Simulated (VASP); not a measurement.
# BaTiO3 in VASP: notebook, part 2 of 2

VASP 6.6.1.

### 3 Single point, PBEsol

This run uses another cell than the first one, of 12.68 Å³/atom.

The input, INCAR:

```
SYSTEM = BaTiO3
PREC     = Accurate       ! precision mode
ENCUT    = 520            ! plane-wave cutoff, eV
EDIFF    = 1E-6           ! SCF threshold, eV
ISMEAR   = -1             ! smearing method
SIGMA    = 0.05           ! smearing width, eV
LREAL    = .FALSE.        ! projectors in reciprocal space
LASPH    = .TRUE.         ! aspherical terms in the spheres
NELM     = 80             ! most SCF steps
ALGO     = Normal         ! electronic algorithm
ISIF     = 2              ! what is computed and relaxed
LWAVE    = .FALSE.        ! write WAVECAR
LCHARG   = .TRUE.         ! write CHGCAR
GGA      = PS             ! functional
LELF     = .TRUE.         ! ELF
LVHAR    = .TRUE.       
NBANDS   = 51             ! bands
```

The input, KPOINTS:

```
Automatic mesh
0
G
  6 6 3
  0 0 0
```

The input, POSCAR:

```
BaTiO3
1.0
   -3.9671466763     -0.0000128682      0.0016559114
    0.0016634462     -0.0000253317     -3.9666598978
   -0.0000257364     -8.0550377481     -0.0000504338
Ba Ti O
2 2 6
Direct
   -0.0016875560     -0.0039246912      0.5046255600
    1.0016816557      0.9927781291      1.0046217497
    0.4893455306      0.5049572247      0.2617472185
    0.5106586043      0.4839655873      0.7617530870
    0.5051769666      0.9867589102      0.2460845488
    0.4948266532      0.0019561939      0.7460878664
    0.4998781575      0.4944961398      0.4914404243
    0.5001239417      0.4942658314      0.9914416342
    0.0077317146      0.4892982200      0.2460983197
    0.9922643318      0.4994484547      0.7460995915
```

Potentials or basis: VASP PAW PBE potentials, release 64 (Ba_sv, Ti_sv, O).

Launch:

```
$ cat potpaw_PBE.64/Ba_sv/POTCAR potpaw_PBE.64/Ti_sv/POTCAR potpaw_PBE.64/O/POTCAR > POTCAR
$ mpirun -np 1 vasp_std > vasp.out
```

OUTCAR:

```text
SYSTEM = BaTiO3
   PREC = Accurate
   ENCUT = 520
   EDIFF = 1E-6
   ISMEAR = -1
   LREAL = .FALSE.
   LASPH = .TRUE.
   NELM = 80
   ISIF = 2
   GGA = PS

 ion  position               nearest neighbor table
   1  0.998  0.996  0.505-   6 2.77  10 2.77  10 2.79   6 2.79   7 2.80   7 2.81   7 2.81   7 2.82
                             9 2.86   5 2.86   9 2.89   5 2.90   3 3.38   3 3.42   3 3.42   4 3.43
   2  0.002  0.993  0.005-   9 2.77   5 2.77   9 2.79   5 2.79   8 2.80   8 2.81   8 2.81   8 2.82
                             6 2.86  10 2.86  10 2.89   6 2.90   4 3.38   4 3.42   4 3.42   3 3.43
   3  0.489  0.505  0.262-   7 1.85   9 1.92   5 1.92   5 2.06   9 2.06   8 2.18   1 3.38   1 3.42
                             1 3.42   2 3.43   1 3.46   2 3.49   2 3.49   2 3.54
   4  0.511  0.484  0.762-   8 1.85  10 1.92   6 1.92   6 2.06  10 2.06   7 2.18   2 3.38   2 3.42
                             2 3.42   1 3.43   2 3.46   1 3.49   1 3.49   1 3.54
   5  0.505  0.987  0.246-   3 1.92   3 2.06   2 2.77   2 2.79   1 2.86   1 2.90
   6  0.495  0.002  0.746-   4 1.92   4 2.06   1 2.77   1 2.79   2 2.86   2 2.90
   7  0.500  0.494  0.491-   3 1.85   4 2.18   1 2.80   1 2.81   1 2.81   1 2.82
   8  0.500  0.494  0.991-   4 1.85   3 2.18   2 2.80   2 2.81   2 2.81   2 2.82
   9  0.008  0.489  0.246-   3 1.92   3 2.06   2 2.77   2 2.79   1 2.86   1 2.89
  10  0.992  0.499  0.746-   4 1.92   4 2.06   1 2.77   1 2.79   2 2.86   2 2.89

[... 216 lines left out ...]
      5     -28.6813      2.00000
      6     -28.6800      2.00000
[... 1285 lines left out ...]
     50      10.5353      0.00000
     51      10.9129      0.00000

 [... further k-points ...]
[... 5 lines left out ...]
  --------------------------------------------------------------------------------------
  -------------------------------------------------------------------------------------
  Total        1.4945477      1.5537820      1.4928359     -0.0005956     -0.0000808      0.0117476
  in kB       18.8907693     19.6394780     18.8691315     -0.0075279     -0.0010214      0.1484866
  external PRESSURE =      19.1331263 kB  Pullay stress =       0.0000000 kB

 VOLUME and BASIS-vectors are now :
 -----------------------------------------------------------------------------
  energy-cutoff  :      520.00
  volume of cell :      126.76
      direct lattice vectors                 reciprocal lattice vectors
    -3.967146676 -0.000012868  0.001655911    -0.252070381  0.000000806 -0.000105707
     0.001663446 -0.000025332 -3.966659898    -0.000105229  0.000001579 -0.252101315
    -0.000025736 -8.055037748 -0.000050434     0.000000403 -0.124145911  0.000000793

 POSITION                                       TOTAL-FORCE (eV/Angst)
 -----------------------------------------------------------------------------------
     -3.95881     -4.06482     -3.94946        -0.002397      0.031297      0.002583
     -0.00502     -0.03725     -3.93801         0.002236      0.031385     -0.001698
     -1.94047     -2.10840     -2.00220        -0.024472      0.048976      0.023523
     -2.02507     -6.13597     -1.91892         0.024261      0.050417     -0.022918
     -2.00248     -1.98225     -3.91331         0.004662     -0.014799     -0.026006
     -1.96307     -6.00977     -0.00698        -0.004502     -0.015164      0.024460
     -1.98228     -3.95859     -1.96070         0.000604     -0.051162     -0.000542
     -1.98327     -7.98612     -1.95981        -0.000435     -0.051261      0.000737
     -0.02987     -1.98234     -1.94088         0.025707     -0.014635     -0.004833
     -3.93565     -6.00989     -1.97954        -0.025665     -0.015055      0.004694
 -----------------------------------------------------------------------------------
    total drift:                               -0.000167      0.000493     -0.001617

  FREE ENERGIE OF THE ION-ELECTRON SYSTEM (eV)
  ---------------------------------------------------
  free  energy   TOTEN  =       -83.9970696459 eV

  energy  without entropy=      -83.9970696457  energy(sigma->0) =      -83.99706965
```

OSZICAR:

```text
N       E                     dE             d eps       ncg     rms          rms(c)
DAV:   1     0.100468985954E+04    0.10047E+04   -0.39923E+04  5712   0.171E+03
DAV:   2     0.547008615441E+02   -0.94999E+03   -0.88928E+03  6265   0.489E+02
DAV:   3    -0.942233368500E+02   -0.14892E+03   -0.14509E+03  7602   0.185E+02
DAV:   4    -0.103574687222E+03   -0.93514E+01   -0.93307E+01  8640   0.441E+01
DAV:   5    -0.103993009837E+03   -0.41832E+00   -0.41808E+00  7856   0.783E+00    0.334E+01
DAV:   6    -0.839259462344E+02    0.20067E+02   -0.10585E+02  8508   0.738E+01    0.139E+01
DAV:   7    -0.843172419336E+02   -0.39130E+00   -0.20726E+01  8223   0.254E+01    0.972E+00
DAV:   8    -0.840540398307E+02    0.26320E+00   -0.27693E+00  8525   0.132E+01    0.350E+00
DAV:   9    -0.840014053352E+02    0.52634E-01   -0.63530E-01  8223   0.546E+00    0.129E+00
DAV:  10    -0.840297276668E+02   -0.28322E-01   -0.25224E-01  6964   0.247E+00    0.163E+00
DAV:  11    -0.839969005777E+02    0.32827E-01   -0.88287E-02  8250   0.246E+00    0.148E-01
DAV:  12    -0.839978338149E+02   -0.93324E-03   -0.92980E-03  6885   0.423E-01    0.230E-01
DAV:  13    -0.839970238105E+02    0.81000E-03   -0.19345E-03  8230   0.356E-01    0.343E-02
DAV:  14    -0.839971045148E+02   -0.80704E-04   -0.51626E-04  8833   0.118E-01    0.581E-02
DAV:  15    -0.839970694148E+02    0.35100E-04   -0.13582E-04  8082   0.734E-02    0.909E-03
DAV:  16    -0.839970696459E+02   -0.23114E-06   -0.52500E-06  6244   0.126E-02
   1 F= -.83997070E+02 E0= -.83997070E+02  d E =-.230937E-09
```

Wall time 11 min (1 thread of Intel Xeon 8259CL, shared host); peak memory 0.39 GiB.

What came out:

| Property | Result |
| --- | --- |
| Free energy | -83.9971 eV |
| Pressure | 1.9 GPa |
| Largest force | 0.060 eV/Å |
| Band gap on the k mesh | 2.00 eV |

Forces in eV/Å, atoms in the order of the input:
```
Ba  -0.002  0.031  0.003
Ba   0.002  0.031 -0.002
Ti  -0.024  0.049  0.024
Ti   0.024  0.050 -0.023
O    0.005 -0.015 -0.026
O   -0.005 -0.015  0.024
O    0.001 -0.051 -0.001
O    0.000 -0.051  0.001
O    0.026 -0.015 -0.005
O   -0.026 -0.015  0.005
```

Caveat: the PAW data sets were made with another functional, which shifts forces and pressure a little; spin-orbit coupling is left out, which moves the levels of the heavy elements; an odd mesh through Γ misses points on the zone boundary, where band edges can lie.

### 4 Single point, RPBE+D3(BJ)

This run uses another cell than the first one, of 11.50 Å³/atom.

The input, INCAR:

```
SYSTEM = BaTiO3
  PREC = Accurate
  ENCUT = 520
  EDIFF = 1E-6
  ISMEAR = -1
  SIGMA = 0.05
  LREAL = .FALSE.
  LASPH = .TRUE.
  NELM = 60
  ALGO = Normal
  ISIF = 2
  LWAVE = .FALSE.
  LCHARG = .FALSE.
  GGA = RP
  IVDW = 12
  NBANDS = 51
```

The input, KPOINTS:

```
Automatic mesh
0
G
  7 7 4
  0 0 0
```

The input, POSCAR:

```
BaTiO3
1.0
   -3.8597137220     -0.0000047878      0.0000106422
    0.0000106906      0.0000048169     -3.8597190254
   -0.0000095757     -7.7194748427      0.0000095901
Ba Ti O
2 2 6
Direct
   -0.0000050032     -0.0055923243      0.5000020296
    0.9999960028      0.9944069118      1.0000040015
    0.5000068785      0.4944390441      0.2500141013
    0.4999802331      0.4944180891      0.7500111322
    0.4999924445      0.9943829046      0.2499959647
    0.5000133299     -0.0056070865      0.7499952541
    0.5000019259      0.4943878857      0.4999974356
    0.5000064235      0.4943915483      0.9999936193
   -0.0000038512      0.4943801113      0.2499928821
    1.0000116162      0.4943929160      0.7499935797
```

Launch:

```
$ cat potpaw_PBE.64/Ba_sv/POTCAR potpaw_PBE.64/Ti_sv/POTCAR potpaw_PBE.64/O/POTCAR > POTCAR
$ mpirun -np 1 vasp_std > vasp.out
```

Wall time 19 min (1 thread of Intel Xeon 8259CL, shared host); peak memory 0.57 GiB.

The run converged. Its results:

```yaml
Free_energy: -92.3524 eV
Pressure: 2.6 GPa
Band_gap_on_the_k_mesh: 2.02 eV
Dispersion_energy_per_atom: -1.830 eV
```

Levels at points of the mesh, in eV from the valence-band top:
| k point | band 38 | band 39 | band 40 | band 41 | band 42 | band 43 |
| --- | --- | --- | --- | --- | --- | --- |
| (0.00, 0.00, 0.00) | 0.00 | 0.00 | 0.00 | 2.02 | 2.02 | 2.02 |
| (0.00, 0.00, 0.50) | -0.38 | -0.38 | -0.38 | 2.12 | 2.12 | 3.16 |

Caveat: the PAW data sets were made with another functional, which shifts forces and pressure a little; spin-orbit coupling is left out, which moves the levels of the heavy elements; an odd mesh through Γ misses points on the zone boundary, where band edges can lie.

### 5 The runs side by side

| level | cell | k mesh | gap on the mesh (eV) | pressure (GPa) | largest force (eV/Å) |
| --- | --- | --- | --- | --- | --- |
| PBEsol+D3(BJ) | a = 3.952, b = 3.953, c = 7.905 Å, angles 90.1, 90.1, 89.9°, 10 atoms, atomic positions A | 7 × 7 × 4 | 2.11 | 2.1 | 0.04 |
| PBEsol | a = 3.967, b = 3.967, c = 8.055 Å, 10 atoms, atomic positions B | 6 × 6 × 3 | 2.00 | 1.9 | 0.06 |
| RPBE+D3(BJ) | a = 3.860, b = 3.860, c = 7.719 Å, 10 atoms, atomic positions C | 7 × 7 × 4 | 2.02 | 2.6 | - |

Alike in all rows: task single point; potentials or basis VASP PAW PBE potentials, release 64 (Ba_sv, Ti_sv, O); no spin polarisation; cutoff (eV) 520; smearing fermi-dirac 0.05 eV.

Caveats: the PAW data sets were made with another functional, which shifts forces and pressure a little; spin-orbit coupling is left out, which moves the levels of the heavy elements; an odd mesh through Γ misses points on the zone boundary, where band edges can lie.

Total energies depend on the potentials used, so only differences within one code and one set of settings carry meaning.
